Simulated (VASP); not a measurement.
# MoS2 (R3m) in VASP: a series of runs

Runs on MoS2. Level: PBE+D3(BJ). Tasks: single point.

Everything below comes from runs of VASP 6.6.1. Logs are shortened: lines on timing, memory, paths and dates and some standing lists are left out, and cuts for length are marked.

### Step 1. The cell of the first run

It takes space group R3m (No. 160, trigonal). The conventional cell has a = 3.074 Å, b = 3.074 Å, c = 15.403 Å, α = 90.00°, β = 90.00°, γ = 120.00°. Within 2.9 Å of Mo (site symmetry 3m) lie 6 S at 2.22 Å. S (site symmetry 3m) has 3 Mo at 2.22 Å and 1 S at 2.68 Å within 2.9 Å. Within 2.9 Å of S (site symmetry 3m) lie 3 Mo at 2.22 Å and 1 S at 2.68 Å.

### Step 2. Single point, PBE+D3(BJ)

Contents of INCAR:

```
ALGO = Normal
EDIFF = 1E-7
ENCUT = 520
GGA = PE
ISIF = 2
ISMEAR = 0
IVDW = 12
LASPH = T
LCHARG = F
LREAL = F
LWAVE = F
NBANDS = 20
NELM = 100
PREC = Accurate
SIGMA = 0.05
```

Contents of KPOINTS:

```
k-points
0
Gamma
  12 12 12
```

Contents of POSCAR:

```
MoS2
1.0
    1.5371500000      0.8874739663      5.1342000000
   -1.5371500000      0.8874739663      5.1342000000
    0.0000000000     -1.7749479326      5.1342000000
Mo S
1 2
Direct
    0.0000172156      0.0000172156      0.0000172156
    0.7535368444      0.7535368444      0.7535368444
    0.5797459400      0.5797459400      0.5797459400
```

Potentials or basis: VASP PAW PBE potentials, release 64 (Mo_sv, S).

Command:

```console
cat potpaw_PBE.64/Mo_sv/POTCAR potpaw_PBE.64/S/POTCAR > POTCAR
mpirun -np 1 vasp_std > vasp.out
```

OUTCAR:

```text
EDIFF = 1E-7
   ENCUT = 520
   GGA = PE
   ISIF = 2
   ISMEAR = 0
   IVDW = 12
   LASPH = T
   LREAL = F
   NELM = 100
   PREC = Accurate
 IVDW          = 12

 ion  position               nearest neighbor table
   1  0.000  0.000  0.000-   2 2.22   2 2.22   2 2.22   3 2.22   3 2.22   3 2.22
   2  0.754  0.754  0.754-   1 2.22   1 2.22   1 2.22   3 2.68
   3  0.580  0.580  0.580-   1 2.22   1 2.22   1 2.22   2 2.68

  LATTYP: Found a trigonal (rhomboedric) cell.
 ALAT       =     5.4323521428
 COS(alpha) =     0.8398648521

  Lattice vectors:

 A1 = (   1.5371500000,   0.8874739663,   5.1342000000)
 A2 = (  -1.5371500000,   0.8874739663,   5.1342000000)
 A3 = (   0.0000000000,  -1.7749479326,   5.1342000000)

Analysis of symmetry for initial positions (statically):
=====================================================================
 Subroutine PRICEL returns:
 Original cell was already a primitive cell.

 Routine SETGRP: Setting up the symmetry group for a
 trigonal (rhombohedral) supercell.

 Subroutine GETGRP returns: Found  6 space group operations
 (whereof  6 operations were pure point group operations)
 out of a pool of 12 trial point group operations.

The static configuration has the point symmetry C_3v.

Analysis of symmetry for dynamics (positions and initial velocities):
=====================================================================
 Subroutine PRICEL returns:
 Original cell was already a primitive cell.

 Routine SETGRP: Setting up the symmetry group for a
 trigonal (rhombohedral) supercell.

 Subroutine GETGRP returns: Found  6 space group operations
 (whereof  6 operations were pure point group operations)
 out of a pool of 12 trial point group operations.

The dynamic configuration has the point symmetry C_3v.

 Subroutine INISYM returns: Found  6 space group operations
 (whereof  6 operations are pure point group operations),
 and found     1 'primitive' translations

----------------------------------------------------------------------------------------

                                     Primitive cell

  volume of cell :      42.0239

  direct lattice vectors                    reciprocal lattice vectors
     1.537150000  0.887473966  5.134200000     0.325277299  0.187798936  0.064924104
    -1.537150000  0.887473966  5.134200000    -0.325277299  0.187798936  0.064924104
     0.000000000 -1.774947933  5.134200000     0.000000000 -0.375597872  0.064924104

  length of vectors
     5.432352143  5.432352143  5.432352143     0.381167812  0.381167812  0.381167812

  position of ions in fractional coordinates (direct lattice)
     0.000017216  0.000017216  0.000017216
     0.753536844  0.753536844  0.753536844
     0.579745940  0.579745940  0.579745940

  ion indices of the primitive-cell ions
   primitive index   ion index
                 1           1
                 2           2
                 3           3

----------------------------------------------------------------------------------------

 KPOINTS: k-points

Automatic generation of k-mesh.
 Grid dimensions read from file:
 generate k-points for:   12   12   12

 Generating k-lattice:

  Cartesian coordinates                     Fractional coordinates (reciprocal lattice)
     0.027106442  0.015649911  0.005410342     0.083333333 -0.000000000 -0.000000000
    -0.027106442  0.015649911  0.005410342    -0.000000000  0.083333333 -0.000000000
     0.000000000 -0.031299823  0.005410342    -0.000000000 -0.000000000  0.083333333

  Length of vectors
     0.031763984  0.031763984  0.031763984

  Shift w.r.t. Gamma in fractional coordinates (k-lattice)
     0.000000000  0.000000000  0.000000000

 Subroutine IBZKPT returns following result:
 ===========================================

 Found    189 irreducible k-points:

 Following reciprocal coordinates:
            Coordinates               Weight
  0.000000  0.000000  0.000000      1.000000
  0.083333  0.000000  0.000000      6.000000
  0.166667  0.000000  0.000000      6.000000
  0.250000  0.000000  0.000000      6.000000
  0.333333 -0.000000  0.000000      6.000000
  0.416667  0.000000  0.000000      6.000000
[... 16 lines left out ...]
  0.500000  0.166667  0.000000     12.000000
 -0.416667  0.166667 -0.000000     12.000000
 [... further k-points ...]
   k-points           NKPTS =    189   k-points in BZ     NKDIM =    189   number of bands    NBANDS=     20
   number of dos      NEDOS =    301   number of ions     NIONS =      3
   total plane-waves  NPLWV =  64000
   dimension x,y,z NGX =    40 NGY =   40 NGZ =   40
   dimension x,y,z NGXF=    80 NGYF=   80 NGZF=   80
   ions per type =               1   2
   NGX,Y,Z   is equivalent  to a cutoff of  12.24, 12.24, 12.24 a.u.
   NGXF,Y,Z  is equivalent  to a cutoff of  24.48, 24.48, 24.48 a.u.
 SYSTEM =  unknown system
   PREC   = accura    normal or accurate (medium, high low for compatibility)
   ISTART =      0    job   : 0-new  1-cont  2-samecut
   ICHARG =      2    charge: 1-file 2-atom 10-const
   ISPIN  =      1    spin polarized calculation?
   LNONCOLLINEAR =      F non collinear calculations
   LSORBIT =      F    spin-orbit coupling
   LASPH  =      T    aspherical Exc in radial PAW
   ENCUT  =  520.0 eV  38.22 Ry    6.18 a.u.  10.10 10.10 10.10*2*pi/ulx,y,z
   NELM   =    100;   NELMIN=  2; NELMDL= -5     # of ELM steps
   EDIFF  = 0.1E-06   stopping-criterion for ELM
   LREAL  =      F    real-space projection
   EDIFFG = 0.1E-05   stopping-criterion for IOM
   NSW    =      0    number of steps for IOM
   IBRION =     -1    ionic relax: 0-MD 1-quasi-New 2-CG
   NFREE  =      0    steps in history (QN), initial steepest desc. (CG)
   ISIF   =      2    stress and relaxation
   ISYM   =      2    0-nonsym 1-usesym 2-fastsym
   POTIM  = 0.5000    time-step for ionic-motion
   TEBEG  =    0.0;   TEEND  =   0.0 temperature during run
   PSTRESS=    0.0 pullay stress
   NELECT =      26.0000    total number of electrons
   NUPDOWN=      -1.0000    fix difference up-down
   EMIN   =  10.00;   EMAX   =-10.00  energy-range for DOS
   EFERMI =   0.00;   METHOD = LEGACY
   ISMEAR =     0;   SIGMA  =   0.05  broadening in eV -4-tet -1-fermi 0-gaus
   EFERMI_NEDOS =   21; number of points for ismear=-14 and -15
   IALGO  =     38    algorithm
   IMIX   =      4    mixing-type and parameters
     AMIX     =   0.40;   BMIX     =  1.00
     AMIX_MAG =   1.60;   BMIX_MAG =  1.00
  volume/ion in A,a.u.               =      14.01        94.53
  Fermi-wavevector in a.u.,A,eV,Ry     =   1.394978  2.636126 26.476437  1.945963
  Thomas-Fermi vector in A             =   2.518474
   LORBIT       =      0    0 simple, 1 ext, 2 COOP (PROOUT), +10 PAW based schemes
   GGA     = PE    functional components
   LHFCALC =     F    Hartree Fock is set to
   AEXX    =    0.0000 exact exchange contribution
   IVDW    =    12    specifies the selected vdW correction
   LEPSILON=     F    determine dielectric tensor
   LRPA    =     F    only Hartree local field effects (RPA)
 non-spin polarized calculation
 Gauss-broadening in eV      SIGMA  =   0.05
  energy-cutoff  :      520.00
  volume of cell :       42.02
 maximum number of plane-waves:      1144
   NGX = 21   NGY = 21   NGZ = 21

 number of electron      25.9999998 magnetization

 Free energy of the ion-electron system (eV)
  ---------------------------------------------------
  ext. energy  EPLUGINS =         0.00000000
  ---------------------------------------------------
  free energy    TOTEN  =       -19.77864961 eV

  energy without entropy =      -19.77706778  energy(sigma->0) =      -19.77785870

 E-fermi :  11.7449     XC(G=0): -12.1263

 val. band max:       11.7246797245   @ k =   0.3333   0.2500   0.2500
 cond. band min:      11.7488437770   @ k =   0.2500   0.2500   0.1667
 fundamental gap:      0.0241640525
 Fermi energy:        11.7448634548

 k-point     1 :       0.0000    0.0000    0.0000
  band No.  band energies     occupation
      1     -50.4094      2.00000
      2     -24.7329      2.00000
      3     -24.4701      2.00000
      4     -24.4701      2.00000
      5      -5.6314      2.00000
      6      -2.1016      2.00000
[... 12 lines left out ...]
     19      19.0757      0.00000
     20      21.1863      0.00000

 k-point     2 :       0.0833    0.0000    0.0000
  band No.  band energies     occupation
      1     -50.4048      2.00000
      2     -24.7236      2.00000
      3     -24.5155      2.00000
      4     -24.4799      2.00000
      5      -5.4962      2.00000
      6      -2.1218      2.00000
[... 12 lines left out ...]
     19      19.4970      0.00000
     20      21.1171      0.00000

 k-point     3 :       0.1667    0.0000    0.0000
  band No.  band energies     occupation
      1     -50.3922      2.00000
      2     -24.6981      2.00000
      3     -24.6379      2.00000
      4     -24.5063      2.00000
      5      -5.1140      2.00000
      6      -2.1733      2.00000
[... 12 lines left out ...]
     19      19.7740      0.00000
     20      21.2878      0.00000

 k-point     4 :       0.2500    0.0000    0.0000
  band No.  band energies     occupation
      1     -50.3749      2.00000
      2     -24.8013      2.00000
      3     -24.6630      2.00000
      4     -24.5423      2.00000
      5      -4.5535      2.00000
      6      -2.2377      2.00000
[... 12 lines left out ...]
     19      19.7060      0.00000
     20      21.0522      0.00000

 k-point     5 :       0.3333   -0.0000    0.0000
  band No.  band energies     occupation
      1     -50.3575      2.00000
      2     -24.9607      2.00000
      3     -24.6277      2.00000
      4     -24.5780      2.00000
      5      -3.9292      2.00000
      6      -2.3009      2.00000
[... 12 lines left out ...]
     19      19.4131      0.00000
     20      20.1130      0.00000
[... 353 lines left out ...]
      6      -2.3847      2.00000
[... 12 lines left out ...]
     19      20.1937      0.00000
     20      20.9067      0.00000

 k-point    22 :       0.4167    0.1667    0.0000
  band No.  band energies     occupation
      1     -50.3512      2.00000
      2     -24.9616      2.00000
      3     -24.6510      2.00000
      4     -24.6150      2.00000
      5      -3.6150      2.00000
      6      -2.3927      2.00000
[... 12 lines left out ...]
     19      19.5231      0.00000
     20      20.8491      0.00000

 k-point    23 :       0.5000    0.1667    0.0000
  band No.  band energies     occupation
      1     -50.3401      2.00000
      2     -25.0389      2.00000
      3     -24.6964      2.00000
      4     -24.5924      2.00000
      5      -3.1593      2.00000
      6      -2.3827      2.00000
[... 12 lines left out ...]
     19      19.2700      0.00000
     20      20.8097      0.00000

 k-point    24 :      -0.4167    0.1667   -0.0000
  band No.  band energies     occupation
      1     -50.3361      2.00000
      2     -25.0667      2.00000
      3     -24.7132      2.00000
      4     -24.5841      2.00000
      5      -2.9966      2.00000
      6      -2.3570      2.00000
[... 12 lines left out ...]
     19      19.3982      0.00000
     20      20.7786      0.00000

 [... further k-points ...]

------------------------ aborting loop because EDIFF is reached ----------------------------------------

 Edisp (eV)   -1.63858

 E8    (eV) :    -0.6623

  FORCE on cell =-STRESS in cart. coord.  units (eV):
  Direction    XX          YY          ZZ          XY          YZ          ZX
  --------------------------------------------------------------------------------------
  -------------------------------------------------------------------------------------
  Total      11.00558    11.00558    18.72394    -0.00000     0.00000     0.00000
  in kB     419.59249   419.59249   713.85814    -0.00000     0.00000     0.00000
  external pressure =      517.68 kB  Pullay stress =        0.00 kB

 VOLUME and BASIS-vectors are now :
 -----------------------------------------------------------------------------
  energy-cutoff  :      520.00
  volume of cell :       42.02
      direct lattice vectors                 reciprocal lattice vectors
     1.537150000  0.887473966  5.134200000     0.325277299  0.187798936  0.064924104
    -1.537150000  0.887473966  5.134200000    -0.325277299  0.187798936  0.064924104
     0.000000000 -1.774947933  5.134200000     0.000000000 -0.375597872  0.064924104

 POSITION                                       TOTAL-FORCE (eV/Angst)
 -----------------------------------------------------------------------------------
      0.00000      0.00000      0.00027         0.000000     -0.000000      0.020386
      0.00000      0.00000     11.60643         0.000000      0.000000      5.974082
      0.00000      0.00000      8.92959         0.000000     -0.000000     -5.994468
 -----------------------------------------------------------------------------------
    total drift:                               -0.000000      0.000000      0.000040

  FREE ENERGIE OF THE ION-ELECTRON SYSTEM (eV)
  ---------------------------------------------------
  free  energy   TOTEN  =       -21.4172283223 eV

  energy  without entropy=      -21.4156464947  energy(sigma->0) =      -21.41643741
```

Run time: 7.2 min. Hardware: 1 thread of Intel Xeon 8259CL, shared host; peak memory 0.34 GiB.

What came out:

| Property | Result |
| --- | --- |
| Free energy | -21.4172 eV |
| Pressure | 51.8 GPa |
| Largest force | 5.994 eV/Å |
| Band gap on the k mesh | zero (bands 13 and 14 overlap by 1.20 eV) |
| Dispersion energy per atom | -0.546 eV |

Forces on the atoms (eV/Å):
```
Mo   0.000  0.000  0.020
S    0.000  0.000  5.974
S    0.000  0.000 -5.994
```

Levels at points of the mesh, in eV from the Fermi level:
| k point | band 11 | band 12 | band 13 | band 14 | band 15 | band 16 |
| --- | --- | --- | --- | --- | --- | --- |
| (0.00, 0.00, 0.00) | -4.13 | -1.37 | -0.08 | 1.29 | 1.29 | 2.78 |
| (0.50, 0.00, 0.00) | -2.90 | -2.52 | -2.24 | 0.89 | 1.49 | 3.41 |
| (0.50, 0.50, 0.00) | -3.59 | -3.45 | -2.25 | 0.66 | 1.59 | 2.86 |
| (0.50, 0.50, 0.50) | -4.02 | -4.02 | 0.73 | 1.62 | 1.62 | 2.23 |

Caveat: the cell stands under pressure; forces of over 1 eV/Å act on the atoms, so gaps and moduli don't describe the material at rest.

### Step 3. Single point, PBE+D3(BJ)

This run uses another cell than the first one, of 14.74 Å³/atom.

Contents of INCAR:

```
SYSTEM = MoS2
ALGO     = Normal         ! electronic algorithm
EDIFF    = 1E-6           ! SCF threshold, eV
ENCUT    = 520            ! plane-wave cutoff, eV
GGA      = PE             ! functional
ISIF     = 2              ! what is computed and relaxed
ISMEAR   = 0              ! smearing method
IVDW     = 12             ! dispersion correction
LASPH    = .TRUE.         ! aspherical terms in the spheres
LCHARG   = .TRUE.         ! write CHGCAR
LELF     = .TRUE.         ! ELF
LREAL    = .FALSE.        ! projectors in reciprocal space
LVHAR    = .TRUE.       
LWAVE    = .FALSE.        ! write WAVECAR
NBANDS   = 20             ! bands
NELM     = 60             ! most SCF steps
PREC     = Accurate       ! precision mode
SIGMA    = 0.05           ! smearing width, eV
```

Contents of KPOINTS:

```
k-points
0
G
  12 12 12
  0 0 0
```

Contents of POSCAR:

```
MoS2
1.0
    1.5765748049      0.9102358880      5.1342000000
   -1.5765748049      0.9102358880      5.1342000000
    0.0000000000     -1.8204717761      5.1342000000
Mo S
1 2
Direct
    0.0000172156      0.0000172156      0.0000172156
    0.7535368444      0.7535368444      0.7535368444
    0.5797459400      0.5797459400      0.5797459400
```

Potentials or basis: VASP PAW PBE potentials, release 64 (Mo_sv, S).

Command:

```console
cat potpaw_PBE.64/Mo_sv/POTCAR potpaw_PBE.64/S/POTCAR > POTCAR
mpirun -np 1 vasp_std > vasp.out
```

Wall time 9.8 min (1 thread of Intel Xeon 8259CL, shared host); peak memory 0.37 GiB.

It converged, with:

- Free energy: -21.8749 eV
- Pressure: 35.6 GPa
- Largest force: 4.844 eV/Å
- Band gap on the k mesh: zero (bands 13 and 14 overlap by 1.26 eV)
- Dispersion energy per atom: -0.518 eV

Forces in eV/Å, atoms in the order of the input:
```
Mo   0.000  0.000  0.042
S    0.000  0.000  4.802
S    0.000  0.000 -4.844
```

Stress tensor (GPa, compression positive):
```
25.68  0.00  0.00
 0.00 25.68  0.00
 0.00  0.00 55.54
```

Levels at points of the mesh, in eV from the Fermi level:
| k point | band 11 | band 12 | band 13 | band 14 | band 15 | band 16 |
| --- | --- | --- | --- | --- | --- | --- |
| (0.00, 0.00, 0.00) | -3.90 | -0.88 | 0.25 | 1.32 | 1.32 | 2.76 |
| (0.50, 0.00, 0.00) | -2.86 | -2.23 | -1.88 | 0.88 | 1.35 | 3.38 |
| (0.50, 0.50, 0.00) | -3.41 | -3.15 | -2.03 | 0.64 | 1.42 | 2.95 |
| (0.50, 0.50, 0.50) | -3.78 | -3.78 | 0.82 | 1.65 | 1.65 | 2.21 |

Caveat: the cell stands under pressure; forces of over 1 eV/Å act on the atoms, so gaps and moduli don't describe the material at rest.

### Step 4. Single point, PBE+D3(BJ)

This run uses another cell than the first one, of 15.48 Å³/atom.

Contents of INCAR:

```
SYSTEM = MoS2
ALGO = Normal ; EDIFF = 1E-6
ENCUT = 520 ; GGA = PE
ISIF = 2 ; ISMEAR = 0
IVDW = 12 ; LASPH = .True.
LCHARG = .False. ; LREAL = .False.
LWAVE = .False. ; NBANDS = 20
NELM = 80 ; PREC = Accurate
SIGMA = 0.05
```

Contents of KPOINTS:

```
k-points
0
Gamma
  12 12 12
  0 0 0
```

Contents of POSCAR:

```
MoS2
1.0
    1.6160000000      0.9329980350      5.1342000000
   -1.6160000000      0.9329980350      5.1342000000
    0.0000000000     -1.8659960700      5.1342000000
Mo S
1 2
Direct
    0.0000172156      0.0000172156      0.0000172156
    0.7535368444      0.7535368444      0.7535368444
    0.5797459400      0.5797459400      0.5797459400
```

Command:

```console
cat potpaw_PBE.64/Mo_sv/POTCAR potpaw_PBE.64/S/POTCAR > POTCAR
mpirun -np 1 vasp_std > vasp.out
```

Wall time 9 min (1 thread of Intel Xeon 8259CL, shared host); peak memory 0.37 GiB.

The run converged. Its results:

```
Free energy                : -22.1379 eV
Pressure                   : 22.7 GPa
Largest force              : 3.943 eV/Å
Band gap on the k mesh     : zero (bands 13 and 14 overlap by 1.28 eV)
Dispersion energy per atom : -0.493 eV
```

Forces in eV/Å, atoms in the order of the input:
```
Mo   0.000  0.000  0.066
S    0.000  0.000  3.877
S    0.000  0.000 -3.943
```

Stress tensor (GPa, compression positive):
```
12.21  0.00  0.00
 0.00 12.21  0.00
 0.00  0.00 43.73
```

Levels at points of the mesh, in eV from the Fermi level:
| k point | band 11 | band 12 | band 13 | band 14 | band 15 | band 16 |
| --- | --- | --- | --- | --- | --- | --- |
| (0.00, 0.00, 0.00) | -3.67 | -0.46 | 0.54 | 1.37 | 1.37 | 2.75 |
| (0.50, 0.00, 0.00) | -2.80 | -1.94 | -1.53 | 0.89 | 1.22 | 3.36 |
| (0.50, 0.50, 0.00) | -3.34 | -2.74 | -1.78 | 0.65 | 1.26 | 3.00 |
| (0.50, 0.50, 0.50) | -3.53 | -3.42 | 0.88 | 1.70 | 1.70 | 2.22 |

Caveat: the cell stands under pressure; forces of over 1 eV/Å act on the atoms, so gaps and moduli don't describe the material at rest.

(Continued in part 2 of 2.)
